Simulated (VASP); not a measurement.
# Ca3Cl2 (P-3m1) in VASP: relaxation of cell and atoms with PBE

Aim: the relaxation of cell and atoms of Ca3Cl2 with PBE.

Program: VASP 6.6.1. These are calculated values, not measurements. Logs are shortened: lines on timing, memory, paths and dates and some standing lists are left out, and cuts for length are marked.

**1. The cell of the first run**

The structure is trigonal, space group P-3m1 (No. 164). Conventional cell: a = 4.022 Å, b = 4.022 Å, c = 13.163 Å, α = 90.00°, β = 90.00°, γ = 120.00°. Ca (site symmetry -3m) has 12 Ca at 3.98 to 4.02 Å and 6 Cl at 5.25 Å within 5.3 Å. Within 3.6 Å of Ca (site symmetry 3m) lie 3 Cl at 2.75 Å. Within 3.6 Å of Cl (site symmetry 3m) lie 3 Ca at 2.75 Å.

**2. Relaxation of cell and atoms, PBE**

INCAR

```
SYSTEM = Ca3Cl2
PREC = Accurate
ENCUT = 600
EDIFF = 1E-6
ISMEAR = 0
SIGMA = 0.1
LREAL = .False.
LASPH = .True.
NELM = 60
ALGO = Normal
ISIF = 3
LWAVE = .False.
LCHARG = .False.
GGA = PE
IBRION = 2
NSW = 100
EDIFFG = -0.01
```

KPOINTS

```
regular mesh
0
Gamma
  12 12 4
  0 0 0
```

POSCAR

```
Ca3Cl2
1.0
    4.0219555986      0.0000000000      0.0000000000
   -2.0109777993      3.4831157213      0.0000000000
    0.0000000000      0.0000000000     13.1629836342
Ca Cl
3 2
Direct
    0.0000000000      0.0000000000      0.0000000000
    0.3333333333      0.6666666667      0.7541418973
    0.6666666667      0.3333333333      0.2458581027
    0.3333333333      0.6666666667      0.3579341202
    0.6666666667      0.3333333333      0.6420658798
```

Potentials or basis: VASP PAW PBE potentials, release 64 (Ca_sv, Cl).

On the command line:

```bash
cat potpaw_PBE.64/Ca_sv/POTCAR potpaw_PBE.64/Cl/POTCAR > POTCAR
mpirun -np 1 vasp_std > vasp.out
```

OUTCAR:

```text
SYSTEM = Ca3Cl2
   PREC = Accurate
   ENCUT = 600
   EDIFF = 1E-6
   ISMEAR = 0
   LREAL = .False.
   LASPH = .True.
   NELM = 60
   ISIF = 3
   GGA = PE
   IBRION = 2
   NSW = 100
   EDIFFG = -0.01

 ion  position               nearest neighbor table
   1  0.000  0.000  0.000-
   2  0.333  0.667  0.754-   5 2.75   5 2.75   5 2.75
   3  0.667  0.333  0.246-   4 2.75   4 2.75   4 2.75
   4  0.333  0.667  0.358-   3 2.75   3 2.75   3 2.75
   5  0.667  0.333  0.642-   2 2.75   2 2.75   2 2.75

  LATTYP: Found a hexagonal cell.
 ALAT       =     4.0219555986
 C/A-ratio  =     3.2727819369

  Lattice vectors:

 A1 = (   4.0219555986,   0.0000000000,   0.0000000000)
 A2 = (  -2.0109777993,   3.4831157213,   0.0000000000)
 A3 = (   0.0000000000,   0.0000000000,  13.1629836342)

Analysis of symmetry for initial positions (statically):
=====================================================================
 Subroutine PRICEL returns:
 Original cell was already a primitive cell.

 Routine SETGRP: Setting up the symmetry group for a
 hexagonal supercell.

 Subroutine GETGRP returns: Found 12 space group operations
 (whereof 12 operations were pure point group operations)
 out of a pool of 24 trial point group operations.

The static configuration has the point symmetry D_3d.

Analysis of symmetry for dynamics (positions and initial velocities):
=====================================================================
 Subroutine PRICEL returns:
 Original cell was already a primitive cell.

 Routine SETGRP: Setting up the symmetry group for a
 hexagonal supercell.

 Subroutine GETGRP returns: Found 12 space group operations
 (whereof 12 operations were pure point group operations)
 out of a pool of 24 trial point group operations.

The dynamic configuration has the point symmetry D_3d.

 Subroutine INISYM returns: Found 12 space group operations
 (whereof 12 operations are pure point group operations),
 and found     1 'primitive' translations

----------------------------------------------------------------------------------------

                                     Primitive cell

  volume of cell :     184.3994

  direct lattice vectors                    reciprocal lattice vectors
     4.021955599  0.000000000  0.000000000     0.248635266  0.143549638  0.000000000
    -2.010977799  3.483115721  0.000000000     0.000000000  0.287099275  0.000000000
     0.000000000  0.000000000 13.162983634     0.000000000  0.000000000  0.075970618

  length of vectors
     4.021955599  4.021955599 13.162983634     0.287099275  0.287099275  0.075970618

  position of ions in fractional coordinates (direct lattice)
     0.000000000  0.000000000  0.000000000
     0.333333333  0.666666667  0.754141897
     0.666666667  0.333333333  0.245858103
     0.333333333  0.666666667  0.357934120
     0.666666667  0.333333333  0.642065880

  ion indices of the primitive-cell ions
   primitive index   ion index
                 1           1
                 2           2
                 3           3
                 4           4
                 5           5

----------------------------------------------------------------------------------------

 KPOINTS: regular mesh

Automatic generation of k-mesh.
 Grid dimensions read from file:
 generate k-points for:   12   12    4

 Generating k-lattice:

  Cartesian coordinates                     Fractional coordinates (reciprocal lattice)
     0.020719605  0.011962470  0.000000000     0.083333333  0.000000000  0.000000000
     0.000000000  0.023924940  0.000000000     0.000000000  0.083333333  0.000000000
     0.000000000  0.000000000  0.018992654     0.000000000  0.000000000  0.250000000

  Length of vectors
     0.023924940  0.023924940  0.018992654

  Shift w.r.t. Gamma in fractional coordinates (k-lattice)
     0.000000000  0.000000000  0.000000000

 Subroutine IBZKPT returns following result:
 ===========================================

 Found     69 irreducible k-points:

 Following reciprocal coordinates:
            Coordinates               Weight
  0.000000  0.000000  0.000000      1.000000
  0.083333  0.000000  0.000000      6.000000
  0.166667  0.000000  0.000000      6.000000
  0.250000  0.000000  0.000000      6.000000
  0.333333  0.000000  0.000000      6.000000
  0.416667  0.000000  0.000000      6.000000
[... 16 lines left out ...]
  0.166667  0.000000  0.250000      6.000000
  0.000000  0.166667  0.250000      6.000000
 [... further k-points ...]
   k-points           NKPTS =     69   k-points in BZ     NKDIM =     69   number of bands    NBANDS=     26
   number of dos      NEDOS =    301   number of ions     NIONS =      5
   total plane-waves  NPLWV = 110592
   dimension x,y,z NGX =    32 NGY =   32 NGZ =  108
   dimension x,y,z NGXF=    64 NGYF=   64 NGZF=  216
   ions per type =               3   2
   NGX,Y,Z   is equivalent  to a cutoff of  13.23, 13.23, 13.64 a.u.
   NGXF,Y,Z  is equivalent  to a cutoff of  26.45, 26.45, 27.28 a.u.
 SYSTEM =  Ca3Cl2
   PREC   = accura    normal or accurate (medium, high low for compatibility)
   ISTART =      0    job   : 0-new  1-cont  2-samecut
   ICHARG =      2    charge: 1-file 2-atom 10-const
   ISPIN  =      1    spin polarized calculation?
   LNONCOLLINEAR =      F non collinear calculations
   LSORBIT =      F    spin-orbit coupling
   LASPH  =      T    aspherical Exc in radial PAW
   ENCUT  =  600.0 eV  44.10 Ry    6.64 a.u.   8.03  8.03 26.29*2*pi/ulx,y,z
   NELM   =     60;   NELMIN=  2; NELMDL= -5     # of ELM steps
   EDIFF  = 0.1E-05   stopping-criterion for ELM
   LREAL  =      F    real-space projection
   EDIFFG = -.1E-01   stopping-criterion for IOM
   NSW    =    100    number of steps for IOM
   IBRION =      2    ionic relax: 0-MD 1-quasi-New 2-CG
   NFREE  =      1    steps in history (QN), initial steepest desc. (CG)
   ISIF   =      3    stress and relaxation
   ISYM   =      2    0-nonsym 1-usesym 2-fastsym
   POTIM  = 0.5000    time-step for ionic-motion
   TEBEG  =    0.0;   TEEND  =   0.0 temperature during run
   PSTRESS=    0.0 pullay stress
   NELECT =      44.0000    total number of electrons
   NUPDOWN=      -1.0000    fix difference up-down
   EMIN   =  10.00;   EMAX   =-10.00  energy-range for DOS
   EFERMI =   0.00;   METHOD = LEGACY
   ISMEAR =     0;   SIGMA  =   0.10  broadening in eV -4-tet -1-fermi 0-gaus
   EFERMI_NEDOS =   21; number of points for ismear=-14 and -15
   IALGO  =     38    algorithm
   IMIX   =      4    mixing-type and parameters
     AMIX     =   0.40;   BMIX     =  1.00
     AMIX_MAG =   1.60;   BMIX_MAG =  1.00
  volume/ion in A,a.u.               =      36.88       248.88
  Fermi-wavevector in a.u.,A,eV,Ry     =   1.015405  1.918837 14.028245  1.031047
  Thomas-Fermi vector in A             =   2.148689
   LORBIT       =      0    0 simple, 1 ext, 2 COOP (PROOUT), +10 PAW based schemes
   GGA     = PE    functional components
   LHFCALC =     F    Hartree Fock is set to
   AEXX    =    0.0000 exact exchange contribution
   IVDW    =     0    specifies the selected vdW correction
   LEPSILON=     F    determine dielectric tensor
   LRPA    =     F    only Hartree local field effects (RPA)
 conjugate gradient relaxation of ions
 non-spin polarized calculation
 Gauss-broadening in eV      SIGMA  =   0.10
  energy-cutoff  :      600.00
  volume of cell :      184.40
 maximum number of plane-waves:      6210
   NGX = 17   NGY = 17   NGZ = 53

--------------------------------------- Ionic step        1  -------------------------------------------

 number of electron      44.0000004 magnetization

 Free energy of the ion-electron system (eV)
  ---------------------------------------------------
  ext. energy  EPLUGINS =         0.00000000
  ---------------------------------------------------
  free energy    TOTEN  =       -16.07555667 eV

  energy without entropy =      -16.06153529  energy(sigma->0) =      -16.06854598

------------------------ aborting loop because EDIFF is reached ----------------------------------------

  FORCE on cell =-STRESS in cart. coord.  units (eV):
  Direction    XX          YY          ZZ          XY          YZ          ZX
  --------------------------------------------------------------------------------------
  -------------------------------------------------------------------------------------
  Total        0.0758337      0.0758337      0.0919535      0.0000000      0.0000000      0.0000000
  in kB        0.6588908      0.6588908      0.7989493      0.0000000      0.0000000      0.0000000
  external PRESSURE =       0.7055770 kB  Pullay stress =       0.0000000 kB

 VOLUME and BASIS-vectors are now :
 -----------------------------------------------------------------------------
  energy-cutoff  :      600.00
  volume of cell :      184.40
      direct lattice vectors                 reciprocal lattice vectors
     4.021955599  0.000000000  0.000000000     0.248635266  0.143549638  0.000000000
    -2.010977799  3.483115721  0.000000000     0.000000000  0.287099275  0.000000000
     0.000000000  0.000000000 13.162983634     0.000000000  0.000000000  0.075970618

 POSITION                                       TOTAL-FORCE (eV/Angst)
 -----------------------------------------------------------------------------------
      0.00000      0.00000      0.00000         0.000000      0.000000      0.000000
     -0.00000      2.32208      9.92676        -0.000000      0.000000      0.016017
      2.01098      1.16104      3.23623         0.000000     -0.000000     -0.016017
     -0.00000      2.32208      4.71148         0.000000      0.000000      0.020321
      2.01098      1.16104      8.45150        -0.000000      0.000000     -0.020321
 -----------------------------------------------------------------------------------
    total drift:                                0.000000     -0.000000      0.000000

  FREE ENERGIE OF THE ION-ELECTRON SYSTEM (eV)
  ---------------------------------------------------
  free  energy   TOTEN  =       -16.0755566658 eV

  energy  without entropy=      -16.0615352948  energy(sigma->0) =      -16.06854598

--------------------------------------- Ionic step        2  -------------------------------------------

 number of electron      44.0000004 magnetization

 Free energy of the ion-electron system (eV)
  ---------------------------------------------------
  ext. energy  EPLUGINS =         0.00000000
  ---------------------------------------------------
  free energy    TOTEN  =       -16.07568912 eV

  energy without entropy =      -16.06165977  energy(sigma->0) =      -16.06867445

 E-fermi :   2.3235     XC(G=0):  -7.4865

 val. band max:        2.3206005257   @ k =  -0.0833   0.5000   0.2500
 cond. band min:       2.3439580073   @ k =   0.3333   0.2500   0.2500
 fundamental gap:      0.0233574816
 Fermi energy:         2.3235129147

 k-point     1 :       0.0000    0.0000    0.0000
  band No.  band energies     occupation
      1     -40.0754      2.00000
      2     -40.0753      2.00000
      3     -39.8812      2.00000
      4     -21.0783      2.00000
      5     -21.0731      2.00000
      6     -21.0564      2.00000
[... 18 lines left out ...]
     25       4.3631      0.00000
     26       4.3638      0.00000

 k-point     2 :       0.0833    0.0000    0.0000
  band No.  band energies     occupation
      1     -40.0749      2.00000
      2     -40.0749      2.00000
      3     -39.8808      2.00000
      4     -21.0789      2.00000
      5     -21.0759      2.00000
      6     -21.0613      2.00000
[... 18 lines left out ...]
     25       4.2274      0.00000
[... 608 lines left out ...]
     25       3.9148      0.00000
     26       4.1681      0.00000

 k-point    24 :       0.0000    0.1667    0.2500
  band No.  band energies     occupation
      1     -40.0736      2.00000
      2     -40.0736      2.00000
      3     -39.8798      2.00000
      4     -21.0922      2.00000
      5     -21.0917      2.00000
      6     -21.0635      2.00000
[... 18 lines left out ...]
     25       3.9144      0.00000
     26       4.1502      0.00000

 [... further k-points ...]

------------------------ aborting loop because EDIFF is reached ----------------------------------------

  FORCE on cell =-STRESS in cart. coord.  units (eV):
  Direction    XX          YY          ZZ          XY          YZ          ZX
  --------------------------------------------------------------------------------------
  -------------------------------------------------------------------------------------
  Total        0.0007330      0.0007330      0.0084471     -0.0000000      0.0000000      0.0000000
  in kB        0.0063542      0.0063542      0.0732211     -0.0000000      0.0000000      0.0000000
  external PRESSURE =       0.0286431 kB  Pullay stress =       0.0000000 kB

 VOLUME and BASIS-vectors are now :
 -----------------------------------------------------------------------------
  energy-cutoff  :      600.00
  volume of cell :      184.83
      direct lattice vectors                 reciprocal lattice vectors
     4.024898399 -0.000000000  0.000000000     0.248453477  0.143444682  0.000000000
    -2.012449200  3.485664261  0.000000000     0.000000000  0.286889363  0.000000000
     0.000000000  0.000000000 13.174662043     0.000000000  0.000000000  0.075903275

 POSITION                                       TOTAL-FORCE (eV/Angst)
 -----------------------------------------------------------------------------------
      0.00000     -0.00000      0.00000        -0.000000      0.000000      0.000000
     -0.00000      2.32378      9.93634        -0.000000      0.000000      0.000277
      2.01245      1.16189      3.23832         0.000000     -0.000000     -0.000277
     -0.00000      2.32378      4.71664         0.000000      0.000000      0.001963
      2.01245      1.16189      8.45802        -0.000000      0.000000     -0.001963
 -----------------------------------------------------------------------------------
    total drift:                               -0.000000      0.000000      0.000000

  FREE ENERGIE OF THE ION-ELECTRON SYSTEM (eV)
  ---------------------------------------------------
  free  energy   TOTEN  =       -16.0756891194 eV

  energy  without entropy=      -16.0616597735  energy(sigma->0) =      -16.06867445

 reached required accuracy - stopping structural energy minimisation
```

It took 5.9 min on 1 thread of Intel Xeon 6975P-C (Granite Rapids), shared host; peak memory 0.57 GiB.

What came out:

* Free energy: -16.0757 eV
* Relaxed volume: 36.97 Å³/atom
* Relaxed cell: a = 4.025 Å, b = 4.025 Å, c = 13.175 Å, α = 90.00°, β = 90.00°, γ = 120.00°
* Space group after relaxing (to 0.1 Å): P-3m1 (No. 164)
* Energy gained by relaxing: 0.0 meV/atom
* Ionic steps: 2
* Pressure after relaxing: 0.0 GPa
* Band gap on the k mesh: zero (bands 22 and 23 overlap by 0.06 eV)

The path:
```csv
step,energy change (eV),largest force (eV/Å),pressure (GPa),volume (Å³)
1,0.0000,0.0203,0.07,184.40
2,-0.0001,0.0020,0.00,184.83
```

Final structure:
```
Ca Cl
1.0
     4.02490    0.00000    0.00000
    -2.01245    3.48566    0.00000
     0.00000    0.00000   13.17466
Ca Cl
3 2
Cartesian
  0.0000 0.0000 0.0000
  0.0000 2.3238 9.9363
  2.0124 1.1619 3.2383
  0.0000 2.3238 4.7166
  2.0124 1.1619 8.4580
```

Levels at points of the mesh, in eV from the Fermi level:
```tsv
k point	band 20	band 21	band 22	band 23	band 24	band 25
(0.00, 0.00, 0.00)	-4.90	-3.24	-1.41	-0.04	1.85	2.04
(0.50, 0.00, 0.00)	-5.06	-0.86	-0.30	0.07	0.23	0.54
(0.00, 0.00, 0.50)	-4.90	-3.19	-1.53	0.14	1.69	2.05
(0.50, 0.00, 0.50)	-5.06	-0.87	-0.30	0.08	0.22	0.58
```

The gap in the log of VASP goes by the Fermi energy; the results here count the filled bands.